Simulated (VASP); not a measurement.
# TaSi2 in VASP: single point with PBEsol

Aim: the single point of TaSi2 with PBEsol.

Everything below comes from runs of VASP 6.6.1. Logs are shortened: lines on timing, memory, paths and dates and some standing lists are left out, and cuts for length are marked.

## 1. The cell of the first run

The cell holds a slab with vacuum, 18 atoms: a = 4.761 Å, b = 4.761 Å, c = 19.112 Å, α = 90.00°, β = 90.00°, γ = 60.00°.

## 2. Single point, PBEsol (the distance across one plane changed)

Input file INCAR:

```
  PREC = Accurate
  ENCUT = 520
  EDIFF = 1E-6
  ISMEAR = 0
  SIGMA = 0.15
  LREAL = Auto
  LASPH = True
  NELM = 60
  ALGO = Fast
  ISIF = 2
  LWAVE = False
  LCHARG = False
  GGA = PS
  NBANDS = 72
```

Input file KPOINTS:

```
regular mesh
0
Gamma
  9 9 3
```

Input file POSCAR:

```
TaSi2
1.0
   -4.7609902395      0.0000000000      0.0000000000
   -2.3804951198     -4.1231384946      0.0000000000
    0.0000000000      0.0000000000     19.1122860716
Ta Si
6 12
Direct
    0.5000000000      0.0000000000      0.1715164531
    0.5000000000      0.0000000000      0.5145493593
    0.0000000000      0.5000000000      0.0571721510
    0.0000000000      0.5000000000      0.4002050573
    0.5000000000      0.5000000000      0.6288936614
    0.5000000000      0.5000000000      0.2858607552
    0.1592827539      0.6814344921      0.1715164531
    0.1592827539      0.6814344921      0.5145493593
    0.3185655079      0.8407172461      0.0571721510
    0.3185655079      0.8407172461      0.4002050573
    0.1592827539      0.1592827539      0.6288936614
    0.1592827539      0.1592827539      0.2858607552
    0.8407172461      0.3185655079      0.1715164531
    0.8407172461      0.3185655079      0.5145493593
    0.6814344921      0.1592827539      0.0571721510
    0.6814344921      0.1592827539      0.4002050573
    0.8407172461      0.8407172461      0.6288936614
    0.8407172461      0.8407172461      0.2858607552
```

Potentials or basis: VASP PAW PBE potentials, release 64 (Ta_pv, Si).

Run with:

```
$ cat potpaw_PBE.64/Ta_pv/POTCAR potpaw_PBE.64/Si/POTCAR > POTCAR
$ mpirun -np 1 vasp_std > vasp.out
```

OUTCAR:

```text
PREC = Accurate
   ENCUT = 520
   EDIFF = 1E-6
   ISMEAR = 0
   LREAL = Auto
   LASPH = True
   NELM = 60
   ISIF = 2
   GGA = PS

 ion  position               nearest neighbor table
   1  0.500  0.000  0.172-   9 2.60  15 2.60  12 2.60  18 2.60   7 2.72  13 2.72  13 2.72   7 2.72
                            13 2.81   7 2.81   3 3.23   3 3.23   6 3.23   6 3.23
   2  0.500  0.000  0.515-  10 2.60  16 2.60  11 2.60  17 2.60   8 2.72  14 2.72  14 2.72   8 2.72
                            14 2.81   8 2.81   4 3.23   4 3.23   5 3.23   5 3.23
   3  0.000  0.500  0.057-   7 2.60  13 2.60  15 2.72   9 2.72  15 2.72   9 2.72  15 2.81   9 2.81
                             1 3.23   1 3.23
   4  0.000  0.500  0.400-   8 2.60  14 2.60  12 2.60  18 2.60  16 2.72  10 2.72  10 2.72  16 2.72
                            16 2.81  10 2.81   2 3.23   2 3.23   6 3.23   6 3.23
   5  0.500  0.500  0.629-   8 2.60  14 2.60  11 2.72  17 2.72  17 2.72  11 2.72  11 2.81  17 2.81
                             2 3.23   2 3.23
   6  0.500  0.500  0.286-   7 2.60  13 2.60  10 2.60  16 2.60  12 2.72  18 2.72  18 2.72  12 2.72
                            12 2.81  18 2.81   4 3.23   4 3.23   1 3.23   1 3.23
   7  0.159  0.681  0.172-  18 2.55   9 2.55   3 2.60   6 2.60  13 2.63   1 2.72   1 2.72   1 2.81
                            13 2.81  13 2.81
   8  0.159  0.681  0.515-  10 2.55  17 2.55   4 2.60   5 2.60  14 2.63   2 2.72   2 2.72   2 2.81
                            14 2.81  14 2.81
   9  0.319  0.841  0.057-   7 2.55   1 2.60  15 2.63   3 2.72   3 2.72   3 2.81  15 2.81  15 2.81
[... 17 lines left out ...]
  18  0.841  0.841  0.286-   7 2.55  16 2.55   1 2.60   4 2.60  12 2.63   6 2.72   6 2.72   6 2.81
                            12 2.81  12 2.81

  LATTYP: Found a hexagonal cell.
 ALAT       =     4.7609902395
 C/A-ratio  =     4.0143510299

  Lattice vectors:

 A1 = (   2.3804951198,   4.1231384946,   0.0000000000)
 A2 = (  -4.7609902395,   0.0000000000,   0.0000000000)
 A3 = (   0.0000000000,   0.0000000000,  19.1122860716)

Analysis of symmetry for initial positions (statically):
=====================================================================
 Subroutine PRICEL returns:
 Original cell was already a primitive cell.

 Routine SETGRP: Setting up the symmetry group for a
 hexagonal supercell.

 Subroutine GETGRP returns: Found  4 space group operations
 (whereof  2 operations were pure point group operations)
 out of a pool of 24 trial point group operations.

The static configuration has the point symmetry C_2 .
 The point group associated with its full space group is D_2 .

Analysis of symmetry for dynamics (positions and initial velocities):
=====================================================================
 Subroutine PRICEL returns:
 Original cell was already a primitive cell.

 Routine SETGRP: Setting up the symmetry group for a
 hexagonal supercell.

[... 150 lines left out ...]
   EMIN   =  10.00;   EMAX   =-10.00  energy-range for DOS
   EFERMI =   0.00;   METHOD = LEGACY
   ISMEAR =     0;   SIGMA  =   0.15  broadening in eV -4-tet -1-fermi 0-gaus
   EFERMI_NEDOS =   21; number of points for ismear=-14 and -15
   IALGO  =     68    algorithm
   IMIX   =      4    mixing-type and parameters
     AMIX     =   0.40;   BMIX     =  1.00
     AMIX_MAG =   1.60;   BMIX_MAG =  1.00
  volume/ion in A,a.u.               =      20.84       140.66
  Fermi-wavevector in a.u.,A,eV,Ry     =   1.100603  2.079837 16.481089  1.211326
  Thomas-Fermi vector in A             =   2.237016
   LORBIT       =      0    0 simple, 1 ext, 2 COOP (PROOUT), +10 PAW based schemes
   GGA     = PS    functional components
   LHFCALC =     F    Hartree Fock is set to
   AEXX    =    0.0000 exact exchange contribution
   IVDW    =     0    specifies the selected vdW correction
   LEPSILON=     F    determine dielectric tensor
   LRPA    =     F    only Hartree local field effects (RPA)
 non-spin polarized calculation
 RMM-DIIS sequential band-by-band and
 Gauss-broadening in eV      SIGMA  =   0.15
  energy-cutoff  :      520.00
  volume of cell :      375.18
 maximum number of plane-waves:     10149
   NGX = 17   NGY = 17   NGZ = 71

 number of electron     114.0000000 magnetization

 Free energy of the ion-electron system (eV)
  ---------------------------------------------------
  ext. energy  EPLUGINS =         0.00000000
  ---------------------------------------------------
  free energy    TOTEN  =      -148.12095189 eV

  energy without entropy =     -147.97972653  energy(sigma->0) =     -148.05033921

 E-fermi :   5.1999     XC(G=0):  -9.3030

 val. band max:        5.1984619299   @ k =  -0.4444   0.2222   0.3333
 cond. band min:       5.2016645105   @ k =  -0.3333   0.3333   0.0000
 fundamental gap:      0.0032025805
 Fermi energy:         5.1999005929

 k-point     1 :       0.0000    0.0000    0.0000
  band No.  band energies     occupation
      1     -29.4125      2.00000
      2     -29.4125      2.00000
      3     -29.1464      2.00000
      4     -29.1461      2.00000
      5     -29.1171      2.00000
      6     -29.1170      2.00000
[... 1717 lines left out ...]
     68       7.8379      0.00000
     69       7.8824      0.00000

 [... further k-points ...]

 [bands above 69 left out]

------------------------ aborting loop because EDIFF is reached ----------------------------------------

  FORCE on cell =-STRESS in cart. coord.  units (eV):
  Direction    XX          YY          ZZ          XY          YZ          ZX
  --------------------------------------------------------------------------------------
  -------------------------------------------------------------------------------------
  Total       -7.9817151     -9.9322415     -0.0802138     -0.0000000      0.0000000      0.0000000
  in kB      -34.0854439    -42.4150519     -0.3425481     -0.0000000      0.0000000      0.0000000
  external PRESSURE =     -25.6143480 kB  Pullay stress =       0.0000000 kB

 VOLUME and BASIS-vectors are now :
 -----------------------------------------------------------------------------
  energy-cutoff  :      520.00
  volume of cell :      375.18
      direct lattice vectors                 reciprocal lattice vectors
    -4.760990239  0.000000000  0.000000000    -0.210040338  0.121266846  0.000000000
    -2.380495120 -4.123138495  0.000000000     0.000000000 -0.242533692  0.000000000
     0.000000000  0.000000000 19.112286072     0.000000000  0.000000000  0.052322365

 POSITION                                       TOTAL-FORCE (eV/Angst)
 -----------------------------------------------------------------------------------
     -2.38050      0.00000      3.27807         0.000000     -0.000000      0.463246
     -2.38050      0.00000      9.83421         0.000000     -0.000000     -0.463246
     -1.19025     -2.06157      1.09269         0.000000     -0.000000      1.280066
     -1.19025     -2.06157      7.64883         0.000000     -0.000000      0.012782
     -3.57074     -2.06157     12.01960         0.000000     -0.000000     -1.280066
     -3.57074     -2.06157      5.46345         0.000000     -0.000000     -0.012782
[... 10 lines left out ...]
     -6.00397     -3.46639     12.01960         0.351609      0.248521      0.575525
     -6.00397     -3.46639      5.46345         0.021131      0.067907     -0.045179
 -----------------------------------------------------------------------------------
    total drift:                               -0.000000     -0.000000     -0.000007

  FREE ENERGIE OF THE ION-ELECTRON SYSTEM (eV)
  ---------------------------------------------------
  free  energy   TOTEN  =      -148.1209518905 eV

  energy  without entropy=     -147.9797265270  energy(sigma->0) =     -148.05033921
```

OSZICAR:

```text
N       E                     dE             d eps       ncg     rms          rms(c)
DAV:   1     0.794012995985E+03    0.79401E+03   -0.56124E+04  8184   0.143E+03
DAV:   2    -0.105997375229E+03   -0.90001E+03   -0.87130E+03  8392   0.348E+02
DAV:   3    -0.154150339835E+03   -0.48153E+02   -0.46555E+02  9440   0.695E+01
[... 12 lines left out ...]
RMM:  16    -0.148120510281E+03   -0.11341E-02   -0.83013E-04  9948   0.594E-02    0.317E-02
RMM:  17    -0.148120929260E+03   -0.41898E-03   -0.42161E-04  8992   0.495E-02    0.138E-02
RMM:  18    -0.148120947457E+03   -0.18197E-04   -0.98763E-05  9515   0.224E-02    0.701E-03
RMM:  19    -0.148120950916E+03   -0.34592E-05   -0.22089E-05  8598   0.115E-02    0.261E-03
RMM:  20    -0.148120951890E+03   -0.97412E-06   -0.58759E-06  6810   0.582E-03
   1 F= -.14812095E+03 E0= -.14805034E+03  d E =-.141225E+00
```

stdout:

```text
POSCAR found type information on POSCAR TaSi
 POSCAR found :  2 types and      18 ions
 scaLAPACK will be used
 -----------------------------------------------------------------------------
|                                                                             |
|                                                                             |
|     You enforced a specific xc type in the INCAR file but a different       |
|     I HOPE YOU KNOW WHAT YOU ARE DOING!                                     |
|                                                                             |
 -----------------------------------------------------------------------------

 LDA part: xc-table for (Slater+PW92), standard interpolation
 POSCAR, INCAR and KPOINTS ok, starting setup
 FFT: planning ... GRIDC
 FFT: planning ... GRID_SOFT
 FFT: planning ... GRID
 WAVECAR not read
 entering main loop
```

Run time: 46 min. Hardware: 1 thread of Oxide Virtual Turin-like, shared host; peak memory 0.93 GiB.

Results:

- Free energy: -148.1210 eV
- Largest force: 1.280 eV/Å
- Band gap on the k mesh: zero (bands 57 and 58 overlap by 0.28 eV)

Forces on the atoms (eV/Å):
```
Ta   0.000  0.000  0.463
Ta   0.000  0.000 -0.463
Ta   0.000  0.000  1.280
Ta   0.000  0.000  0.013
Ta   0.000  0.000 -1.280
Ta   0.000  0.000 -0.013
Si   0.268  0.076 -0.323
Si  -0.268  0.076  0.323
Si  -0.352  0.249 -0.576
Si  -0.021  0.068  0.045
Si  -0.352 -0.249  0.576
Si  -0.021 -0.068 -0.045
Si  -0.268 -0.076 -0.323
Si   0.268 -0.076  0.323
Si   0.352 -0.249 -0.576
Si   0.021 -0.068  0.045
Si   0.352  0.249  0.576
Si   0.021  0.068 -0.045
```

Caveat: the cell differs from its parent crystal (the distance across one plane changed); there is no dipole correction, which matters where the two faces differ; the PAW data sets were made with another functional, which shifts forces and pressure a little; spin-orbit coupling is left out, which moves the levels of the heavy elements.
